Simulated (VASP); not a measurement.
Input of a VASP 6.6.1 run:

Contents of INCAR:

```
SYSTEM = Cd3In3O2
PREC     = Accurate       ! precision mode
ENCUT    = 520            ! plane-wave cutoff, eV
EDIFF    = 1E-6           ! SCF threshold, eV
ISMEAR   = 0              ! smearing method
SIGMA    = 0.1            ! smearing width, eV
LREAL    = .FALSE.        ! projectors in reciprocal space
LASPH    = .TRUE.         ! aspherical terms in the spheres
NELM     = 80             ! most SCF steps
ALGO     = Normal         ! electronic algorithm
ISIF     = 2              ! what is computed and relaxed
LWAVE    = .FALSE.        ! write WAVECAR
LCHARG   = .TRUE.         ! write CHGCAR
GGA      = PE             ! functional
LELF     = .TRUE.         ! ELF
LVHAR    = .TRUE.       
NBANDS   = 54             ! bands
```

The input KPOINTS:

```
regular mesh
0
G
  8 8 4
  0 0 0
```

File POSCAR:

```
Cd3In3O2
1.0
    4.0307610111      0.0000000000      0.0000000000
    0.0000000000      4.0307610111      0.0000000000
    0.0000000000      0.0000000000     11.0035546886
Cd In O
3 3 2
Direct
    0.5000000000      0.0000000000      0.2676348856
    0.5000000000      0.5000000000      0.5000000000
    0.0000000000      0.5000000000      0.7323651144
    0.5000000000      0.0000000000      0.9071685726
    0.0000000000      0.5000000000      0.0928314274
    0.0000000000      0.0000000000      0.5000000000
    0.0000000000      0.0000000000      0.0000000000
    0.5000000000      0.5000000000      0.0000000000
```

Potentials or basis: VASP PAW PBE potentials, release 64 (Cd, In_d, O).

The run is started by

```bash
$ cat potpaw_PBE.64/Cd/POTCAR potpaw_PBE.64/In_d/POTCAR potpaw_PBE.64/O/POTCAR > POTCAR
$ mpirun -np 1 vasp_std > vasp.out
```

(1) What does it give for the band gap on the k mesh?

(2) Predict the largest force.

(3) Estimate the pressure.

Results:

(1) zero (an odd number of electrons rules out a gap without spin polarisation).

(2) 0.033 eV/Å.

(3) 0.1 GPa.

Caveat: spin-orbit coupling is left out, which moves the levels of the heavy elements.
